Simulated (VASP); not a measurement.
Crystal: SnSe.

```
CELL_PARAMETERS angstrom
5.07478 0.00000 0.00000
-2.53739 4.39489 0.00000
0.00000 0.00000 6.17368
ATOMIC_POSITIONS crystal
Sn 0.33333 0.66667 0.96086
Sn 0.66667 0.33333 0.46086
Se 0.33333 0.66667 0.41414
Se 0.66667 0.33333 0.91414
```

Base run:

* Program: VASP 6.6.1
* Functional: PBE
* Potentials or basis: VASP PAW PBE potentials, release 64 (Sn_d, Se)
* Cutoff: 520 eV
* k mesh: 6 × 6 × 4
* Occupations: fermi-dirac, width 0.02 eV
* Spin: no spin polarisation

Its results: band gap on the k mesh 0.88 eV, direct; pressure 0.9 GPa; largest force 0.112 eV/Å.

Q: The run is repeated on the same cell with these changes: functional from PBE to r2SCAN; occupations from fermi-dirac, width 0.02 eV to gaussian, width 0.01 eV. What comes out?

A: Band gap on the k mesh 1.00 eV, indirect (least direct gap 1.03 eV); pressure 0.0 GPa; largest force 0.008 eV/Å.

Caveats: spin-orbit coupling is left out, which moves the levels of the heavy elements; the PAW data sets were made with another functional, which shifts forces and pressure a little (some runs).

A k mesh can miss the band edges.
